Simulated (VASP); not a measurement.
Set up this calculation in VASP 6.6.1, as the native input.

```
Task                   : single point
Functional             : PBEsol
Potentials or basis    : VASP PAW PBE potentials, release 64 (O_h, H_h, F_h)
Cutoff                 : 1010 eV
k mesh                 : 1 × 1 × 1
Occupations            : fermi-dirac, width 0.02 eV
Spin                   : no spin polarisation
Dipole correction      : no
Further INCAR settings : ALGO = Normal; EDIFF = 1e-06; NBANDS = 33
```

The structure of H9O4F lies in POSCAR:

```
H9O4F
1.0
    5.3601080000      0.0000000000      0.0000000000
    0.0000000000      5.3601080000      0.0000000000
    0.0000000000      0.0000000000      5.3601080000
O H F
4 9 1
Direct
    0.3384846343      0.8785774802      0.3887037993
    0.9574313781      0.1244834428      0.2070203704
    0.6001333642      0.0323086800      0.8765658840
    0.1858226852      0.5126138253      0.6588975928
    0.1879682867      0.9714647888      0.3219132908
    0.4160520961      0.8041708169      0.2400444899
    0.8591115741      0.0622840901      0.0611051773
    0.8486076433      0.2482786659      0.2818799568
    0.5530032806     -0.0063817163      0.7042350057
    0.5274679131      0.1977234450      0.9170392117
    0.2433208263      0.6587341300      0.5469241666
    0.2065416865      0.3635510902      0.5570547076
    0.3188584943      0.4985652350      0.8717141427
    0.4298913371      0.4752336261      1.0315135044
```

The input as run:

INCAR

```
SYSTEM = H9O4F
PREC = Accurate ; ENCUT = 1010
EDIFF = 1E-6 ; ISMEAR = -1
SIGMA = 0.02 ; LREAL = .FALSE.
LASPH = .TRUE. ; NELM = 120
ALGO = Normal ; ISIF = 2
LWAVE = .FALSE. ; LCHARG = .FALSE.
GGA = PS ; NBANDS = 33
GGA_COMPAT = .FALSE.
```

KPOINTS

```
regular mesh
0
G
  1 1 1
  0 0 0
```

Potentials or basis: VASP PAW PBE potentials, release 64 (O_h, H_h, F_h).

Launch:

```bash
$ cat potpaw_PBE.64/O_h/POTCAR potpaw_PBE.64/H_h/POTCAR potpaw_PBE.64/F_h/POTCAR > POTCAR
$ mpirun -np 1 vasp_gam > vasp.out
```

Results of the run:

```json
{
 "Pressure": "-0.5 GPa",
 "Largest force": "0.150 eV/Å"
}
```

Caveat: the k points lie up to 1.17 Å⁻¹ apart, too coarse for converged energies, forces and pressures; the PAW data sets were made with another functional, which shifts forces and pressure a little.

Wall time 11 s on 1 thread of AMD EPYC 9R45 (Zen 5) (shared host), peak memory 0.35 GiB.
